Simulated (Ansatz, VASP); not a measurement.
## One calculation of W, two programs

```
CELL_PARAMETERS angstrom
0.00000 1.85841 1.85841
1.85841 0.00000 1.85841
1.85841 1.85841 0.00000
ATOMIC_POSITIONS crystal
W 0.00000 0.00000 0.00000
```

Change from the starting cell: volume scaled by 0.78, LAPW.

Alike in both runs: task single point; functional PBE; k mesh 18 × 18 × 18; occupations fermi-dirac, width 0.1 eV; no spin polarisation.

|  | VASP | Ansatz |
| --- | --- | --- |
| version | VASP 6.6.1 | Ansatz 0.2.0 |
| potentials or method | VASP PAW PBE potentials, release 64 (W_sv), cutoff 520 eV | all-electron LAPW, scalar-relativistic |

|  | VASP | Ansatz | Ansatz less VASP |
| --- | --- | --- | --- |
| pressure (GPa) | 116.4 | 113.0 | -3.32 |

Both programs put the cell under a high pressure, so it lies far from rest at this level. Ansatz ran all-electron here, and VASP with PAW potentials.

Neither program's run includes spin-orbit coupling. Noted on VASP's run: the cell as given lies far from equilibrium.
